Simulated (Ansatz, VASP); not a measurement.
## Two plane-wave programs on ZnO

```xyz
4
Lattice="3.2778 0.0000 0.0000 -1.6389 2.8386 0.0000 0.0000 0.0000 7.6528" Properties=species:S:1:pos:R:3 pbc="T T T"
Zn    0.0000    0.0000    5.7396
Zn    0.0000    0.0000    1.9132
O     0.0000    1.8924    1.9132
O     1.6389    0.9462    5.7396
```

Alike in both runs: functional PBE; k mesh 12 × 12 × 4; occupations gaussian, width 0.02 eV; no spin polarisation.

Ansatz relaxed the structure, and its values are those at the end. VASP's run is a single point on that final structure, the one shown.

```csv
,VASP,Ansatz
version,VASP 6.6.1,Ansatz 0.2.0
potentials or method,"VASP PAW PBE potentials, release 64 (Zn, O), cutoff 520 eV","scalar-relativistic, plane waves, PAW"
valence electrons in the cell,36,36
```

|  | VASP | Ansatz | Ansatz less VASP |
| --- | --- | --- | --- |
| gap on the k mesh at the Fermi level (eV) | 0.92 | 0.92 | -0.001 |
| least direct gap on the mesh (eV) | 0.92 | 0.92 | -0.001 |
| pressure (GPa) | 0.7 | 0.0 | -0.72 |
